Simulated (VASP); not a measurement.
Crystal: SnTe.

```
Sn Te
1.0
     3.15085    3.15085    0.00000
    -3.15085    3.15085    0.00000
     0.00000    3.15085    3.15085
Sn Te
1 1
Direct
  0.00000 0.00000 0.00000
  0.50000 0.50000 0.00000
```

| Quantity | Value |
| --- | --- |
| Program | VASP 6.6.1 |
| Task | relaxation of cell and atoms |
| Functional | LDA |
| Potentials or basis | VASP PAW LDA potentials, release 64 (Sn_d, Te) |
| Cutoff | 500 eV |
| k mesh | 10 × 10 × 10 |
| Occupations | fermi-dirac, width 0.1 eV |
| Spin | no spin polarisation |

At the start: pressure -1.5 GPa; volume 31.28 Å³/atom.

**Question.** Where does the relaxation end?

**Answer.** Over 3 steps the energy falls by 4.4 meV/atom and the volume is 30.34 Å³/atom (-3.0 %); space group Fm-3m (No. 225, to 0.05 Å).

Step by step:
```tsv
step	energy change (eV)	largest force (eV/Å)	pressure (GPa)	volume (Å³)
1	0.0000	0.0000	-1.46	62.56
2	-0.0076	0.0000	0.57	60.01
3	-0.0087	0.0000	0.00	60.68
```

Final structure:
```
CELL_PARAMETERS angstrom
3.11893 3.11893 0.00000
-3.11893 3.11893 0.00000
0.00000 3.11893 3.11893
ATOMIC_POSITIONS crystal
Sn 0.00000 0.00000 0.00000
Te 0.50000 0.50000 0.00000
```
